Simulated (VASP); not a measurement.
# Re (Fd-3m) in VASP: further runs

Re is run at these levels: PBE; tasks: single point.

Everything below comes from runs of VASP 6.6.1. Logs are shortened: lines on timing, memory, paths and dates and some standing lists are left out, and cuts for length are marked.

**1. The cell of the first run**

Symmetry: Fd-3m, No. 227, cubic system. The conventional cell has a = 5.799 Å, b = 5.799 Å, c = 5.799 Å, α = 90.00°, β = 90.00°, γ = 90.00°. Within 3.3 Å of Re (site symmetry -43m) lie 4 Re at 2.51 Å.

This isn't the form of Re at room conditions, which is hcp.

**2. Single point, PBE (24.37 Å³/atom)**

INCAR reads:

```
PREC = Accurate
ENCUT = 520
EDIFF = 1E-6
ISMEAR = -1
SIGMA = 0.1
LREAL = F
LASPH = T
NELM = 60
ALGO = Normal
ISIF = 2
LWAVE = F
LCHARG = F
GGA = PE
NBANDS = 14
```

KPOINTS reads:

```
regular mesh
0
Gamma
  16 16 16
```

POSCAR reads:

```
Re
1.0
    0.0000000000      2.8994027923      2.8994027923
    2.8994027923      0.0000000000      2.8994027923
    2.8994027923      2.8994027923      0.0000000000
Re
2
Direct
    0.1250000000      0.1250000000      0.1250000000
    0.8750000000      0.8750000000      0.8750000000
```

Potentials or basis: VASP PAW PBE potentials, release 64 (Re).

On the command line:

```sh
$ cat potpaw_PBE.64/Re/POTCAR > POTCAR
$ mpirun -np 1 vasp_std > vasp.out
```

OUTCAR:

```text
PREC = Accurate
   ENCUT = 520
   EDIFF = 1E-6
   ISMEAR = -1
   LREAL = F
   LASPH = T
   NELM = 60
   ISIF = 2
   GGA = PE

 ion  position               nearest neighbor table
   1  0.125  0.125  0.125-   2 2.51   2 2.51   2 2.51   2 2.51
   2  0.875  0.875  0.875-   1 2.51   1 2.51   1 2.51   1 2.51

  LATTYP: Found a face centered cubic cell.
 ALAT       =     5.7988055846

  Lattice vectors:

 A1 = (   0.0000000000,   2.8994027923,   2.8994027923)
 A2 = (   2.8994027923,   0.0000000000,   2.8994027923)
 A3 = (   2.8994027923,   2.8994027923,   0.0000000000)

Analysis of symmetry for initial positions (statically):
=====================================================================
 Subroutine PRICEL returns:
 Original cell was already a primitive cell.

 Routine SETGRP: Setting up the symmetry group for a
 face centered cubic supercell.

 Subroutine GETGRP returns: Found 48 space group operations
 (whereof 12 operations were pure point group operations)
 out of a pool of 48 trial point group operations.

The static configuration has the point symmetry D_3d.
 The point group associated with its full space group is O_h .

Analysis of symmetry for dynamics (positions and initial velocities):
=====================================================================
 Subroutine PRICEL returns:
 Original cell was already a primitive cell.

 Routine SETGRP: Setting up the symmetry group for a
 face centered cubic supercell.

 Subroutine GETGRP returns: Found 48 space group operations
 (whereof 12 operations were pure point group operations)
 out of a pool of 48 trial point group operations.

The dynamic configuration has the point symmetry D_3d.
 The point group associated with its full space group is O_h .

 Subroutine INISYM returns: Found 48 space group operations
 (whereof 12 operations are pure point group operations),
 and found     1 'primitive' translations

----------------------------------------------------------------------------------------

                                     Primitive cell

  volume of cell :      48.7479

  direct lattice vectors                    reciprocal lattice vectors
     0.000000000  2.899402792  2.899402792    -0.172449306  0.172449306  0.172449306
     2.899402792  0.000000000  2.899402792     0.172449306 -0.172449306  0.172449306
     2.899402792  2.899402792  0.000000000     0.172449306  0.172449306 -0.172449306

  length of vectors
[... 91 lines left out ...]
   TEBEG  =    0.0;   TEEND  =   0.0 temperature during run
   PSTRESS=    0.0 pullay stress
   NELECT =      14.0000    total number of electrons
   NUPDOWN=      -1.0000    fix difference up-down
   EMIN   =  10.00;   EMAX   =-10.00  energy-range for DOS
   EFERMI =   0.00;   METHOD = LEGACY
   ISMEAR =    -1;   SIGMA  =   0.10  broadening in eV -4-tet -1-fermi 0-gaus
   EFERMI_NEDOS =   21; number of points for ismear=-14 and -15
   IALGO  =     38    algorithm
   IMIX   =      4    mixing-type and parameters
     AMIX     =   0.40;   BMIX     =  1.00
     AMIX_MAG =   1.60;   BMIX_MAG =  1.00
  volume/ion in A,a.u.               =      24.37       164.48
  Fermi-wavevector in a.u.,A,eV,Ry     =   1.080104  2.041101 15.872896  1.166625
  Thomas-Fermi vector in A             =   2.216086
   LORBIT       =      0    0 simple, 1 ext, 2 COOP (PROOUT), +10 PAW based schemes
   GGA     = PE    functional components
   LHFCALC =     F    Hartree Fock is set to
   AEXX    =    0.0000 exact exchange contribution
   IVDW    =     0    specifies the selected vdW correction
   LEPSILON=     F    determine dielectric tensor
   LRPA    =     F    only Hartree local field effects (RPA)
 non-spin polarized calculation
  energy-cutoff  :      520.00
  volume of cell :       48.75
 maximum number of plane-waves:      1363
   NGX = 15   NGY = 15   NGZ = 15

 number of electron      13.9999998 magnetization

 Free energy of the ion-electron system (eV)
  ---------------------------------------------------
  ext. energy  EPLUGINS =         0.00000000
  ---------------------------------------------------
  free energy    TOTEN  =       -21.58959872 eV

  energy without entropy =      -21.54089473  energy(sigma->0) =      -21.56524672

 E-fermi :   2.7895     XC(G=0): -10.6166

 val. band max:        2.7830444174   @ k =  -0.4375   0.5000   0.0625
 cond. band min:       2.8028680206   @ k =  -0.3750   0.2500   0.0625
 fundamental gap:      0.0198236032
 Fermi energy:         2.7895229332

 k-point     1 :       0.0000    0.0000    0.0000
  band No.  band energies     occupation
      1      -3.6642      2.00000
      2       0.1309      2.00000
      3       0.1309      2.00000
      4       0.6951      2.00000
      5       0.6951      2.00000
      6       0.6951      2.00000
      7       3.3757      0.00567
      8       3.3757      0.00567
      9       3.3757      0.00567
     10       6.4236      0.00000
     11       6.4236      0.00000
     12      13.6549      0.00000
     13      13.6621      0.00000
     14      15.2608      0.00000
[... 377 lines left out ...]
      1      -3.4901      2.00000
      2      -0.0421      2.00000
      3       0.1151      2.00000
      4       0.7004      2.00000
      5       0.7609      2.00000
      6       0.9344      2.00000
      7       3.1264      0.06659
      8       3.3047      0.01151
      9       3.4342      0.00317
     10       6.3273      0.00000
     11       6.4755      0.00000
     12      13.1351      0.00000
     13      13.6951      0.00000
     14      14.7203      0.00000

 [... further k-points ...]

------------------------ aborting loop because EDIFF is reached ----------------------------------------

  FORCE on cell =-STRESS in cart. coord.  units (eV):
  Direction    XX          YY          ZZ          XY          YZ          ZX
  --------------------------------------------------------------------------------------
  -------------------------------------------------------------------------------------
  Total       -3.9074379     -3.9074379     -3.9074379     -0.0000000     -0.0000000      0.0000000
  in kB     -128.4242437   -128.4242437   -128.4242437     -0.0000000     -0.0000000      0.0000000
  external PRESSURE =    -128.4242437 kB  Pullay stress =       0.0000000 kB

 VOLUME and BASIS-vectors are now :
 -----------------------------------------------------------------------------
  energy-cutoff  :      520.00
  volume of cell :       48.75
      direct lattice vectors                 reciprocal lattice vectors
     0.000000000  2.899402792  2.899402792    -0.172449306  0.172449306  0.172449306
     2.899402792  0.000000000  2.899402792     0.172449306 -0.172449306  0.172449306
     2.899402792  2.899402792  0.000000000     0.172449306  0.172449306 -0.172449306

 POSITION                                       TOTAL-FORCE (eV/Angst)
 -----------------------------------------------------------------------------------
      0.72485      0.72485      0.72485         0.000000     -0.000000     -0.000000
      5.07395      5.07395      5.07395        -0.000000      0.000000      0.000000
 -----------------------------------------------------------------------------------
    total drift:                               -0.000000      0.000000      0.000000

  FREE ENERGIE OF THE ION-ELECTRON SYSTEM (eV)
  ---------------------------------------------------
  free  energy   TOTEN  =       -21.5895987162 eV

  energy  without entropy=      -21.5408947292  energy(sigma->0) =      -21.56524672
```

Run time: 83 s. Hardware: 1 thread of Intel Xeon Platinum 8488C (Sapphire Rapids), shared host; peak memory 0.23 GiB.

Results:

| Item | Value |
| --- | --- |
| Free energy | -21.5896 eV |
| Pressure | -12.8 GPa |
| Band gap on the k mesh | zero (bands 7 and 8 overlap by 1.31 eV) |

Levels at points of the mesh, in eV from the Fermi level:
| k point | band 5 | band 6 | band 7 | band 8 | band 9 | band 10 |
| --- | --- | --- | --- | --- | --- | --- |
| (0.00, 0.00, 0.00) | -2.09 | -2.09 | 0.59 | 0.59 | 0.59 | 3.63 |
| (0.50, 0.00, 0.00) | -2.25 | -2.25 | -0.87 | 1.51 | 1.51 | 2.92 |
| (0.50, 0.50, 0.00) | -1.95 | -1.95 | 0.05 | 0.05 | 3.27 | 3.27 |

Caveat: the cell stands under tension; spin-orbit coupling is left out, which moves the levels of the heavy elements.

**3. Single point, PBE (25.28 Å³/atom)**

This run uses another cell than the first one, of 25.28 Å³/atom.

INCAR reads:

```
  ALGO = Normal
  EDIFF = 1E-7
  ENCUT = 520
  GGA = PE
  ISIF = 2
  ISMEAR = -1
  LASPH = T
  LCHARG = T
  LELF = T
  LREAL = F
  LVHAR = T
  LWAVE = F
  NBANDS = 14
  NELM = 80
  PREC = Accurate
  SIGMA = 0.1
```

KPOINTS reads:

```
k-points
0
Gamma
  16 16 16
```

POSCAR reads:

```
Re
1.0
    0.0000000000      2.9347648480      2.9347648480
    2.9347648480      0.0000000000      2.9347648480
    2.9347648480      2.9347648480      0.0000000000
Re
2
Direct
    0.1250000000      0.1250000000      0.1250000000
    0.8750000000      0.8750000000      0.8750000000
```

Potentials or basis: VASP PAW PBE potentials, release 64 (Re).

On the command line:

```sh
$ cat potpaw_PBE.64/Re/POTCAR > POTCAR
$ mpirun -np 1 vasp_std > vasp.out
```

Wall time 62 s (1 thread of Intel Xeon Platinum 8488C (Sapphire Rapids), shared host); peak memory 0.24 GiB.

Results (log left out):

```yaml
Free_energy: -21.4218 eV
Pressure: -16.9 GPa
Band_gap_on_the_k_mesh: zero (bands 7 and 8 overlap by 1.24 eV)
```

Levels at points of the mesh, in eV from the Fermi level:
```
           k point  band 3  band 4  band 5  band 6  band 7  band 8  band 9  band 10  band 11  band 12
(0.00, 0.00, 0.00)   -2.52   -2.03   -2.03   -2.03    0.56    0.56    0.56     3.44     3.44    10.64
(0.50, 0.00, 0.00)   -2.26   -2.26   -2.17   -2.17   -0.85    1.43    1.43     2.77     2.77     3.54
(0.50, 0.50, 0.00)   -2.10   -2.10   -1.95   -1.95    0.06    0.06    3.11     3.11     4.02     4.02
```

Caveat: the cell stands under tension; spin-orbit coupling is left out, which moves the levels of the heavy elements.
